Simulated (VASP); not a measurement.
Wanted: the native input for a VASP 6.6.1 run.

```
Task                   : single point
Functional             : PBEsol
Potentials or basis    : VASP PAW PBE potentials, release 64 (Mg, O)
Cutoff                 : 600 eV
k mesh                 : 9 × 9 × 9
Occupations            : methfessel-paxton, width 0.05 eV
Spin                   : no spin polarisation
Dipole correction      : no
Further INCAR settings : ALGO = Normal; EDIFF = 1e-06; NBANDS = 11
```

The structure of MgO lies in POSCAR:

```
MgO
1.0
    0.0000000000      2.1777000000      2.1777000000
    2.1777000000      0.0000000000      2.1777000000
    2.1777000000      2.1777000000      0.0000000000
Mg O
1 1
Direct
    0.0000000000      0.0000000000      0.0000000000
    0.5000000000      0.5000000000      0.5000000000
```

These files were run (other wordings do the same):

INCAR

```
PREC = Accurate
ENCUT = 600
EDIFF = 1E-6
ISMEAR = 1
SIGMA = 0.05
LREAL = F
LASPH = T
NELM = 120
ALGO = Normal
ISIF = 2
LWAVE = F
LCHARG = F
GGA = PS
NBANDS = 11
GGA_COMPAT = F
```

KPOINTS

```
Automatic mesh
0
Gamma
  9 9 9
```

Potentials or basis: VASP PAW PBE potentials, release 64 (Mg, O).

The run is started by

```console
$ cat potpaw_PBE.64/Mg/POTCAR potpaw_PBE.64/O/POTCAR > POTCAR
$ mpirun -np 1 vasp_std > vasp.out
```

It gave:

The pressure is -13.5 GPa and the band gap on the k mesh is 3.73 eV.

Caveat: the cell stands under tension; the PAW data sets were made with another functional, which shifts forces and pressure a little.

It took 20 s on 1 thread of AMD EPYC 7R43 64-Core Processor (Zen 3), with other jobs on the host, peak memory 0.13 GiB.
